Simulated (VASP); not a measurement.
Set up this calculation in VASP 6.6.1, as the native input.

| Quantity | Value |
| --- | --- |
| Task | single point |
| Functional | PBEsol |
| Potentials or basis | VASP PAW PBE potentials, release 64 (Te, Pb_d) |
| Cutoff | 520 eV |
| k mesh | 2 × 2 × 2 |
| Occupations | gaussian, width 0.01 eV |
| Spin | no spin polarisation |
| Dipole correction | no |
| Further INCAR settings | ALGO = Normal; EDIFF = 1e-06; NBANDS = 17 |

The structure of TePb lies in POSCAR:

```
TePb
1.0
    0.0000000000      3.2310000000      3.2310000000
    3.2310000000      0.0000000000      3.2310000000
    3.2310000000      3.2310000000      0.0000000000
Te Pb
1 1
Direct
    0.5000000000      0.5000000000      0.5000000000
    0.0000000000      0.0000000000      0.0000000000
```

One way to write it, as run:

INCAR

```
PREC = Accurate
ENCUT = 520
EDIFF = 1E-6
ISMEAR = 0
SIGMA = 0.01
LREAL = F
LASPH = T
NELM = 60
ALGO = Normal
ISIF = 2
LWAVE = F
LCHARG = F
GGA = PS
NBANDS = 17
```

KPOINTS

```
regular mesh
0
Gamma
  2 2 2
```

Potentials or basis: VASP PAW PBE potentials, release 64 (Te, Pb_d).

Command:

```bash
$ cat potpaw_PBE.64/Te/POTCAR potpaw_PBE.64/Pb_d/POTCAR > POTCAR
$ mpirun -np 1 vasp_std > vasp.out
```

It gave:

```json
{
  "Pressure": "7.0 GPa",
  "Band gap on the k mesh": "0.52 eV, direct"
}
```

Caveat: the k points lie up to 0.84 Å⁻¹ apart; the PAW data sets were made with another functional, which shifts forces and pressure a little; spin-orbit coupling is left out, which moves the levels of the heavy elements.

It took 4.3 s on 1 thread of Intel(R) Xeon(R) 6975P-C (Granite Rapids), with other jobs on the host, peak memory 0.19 GiB.
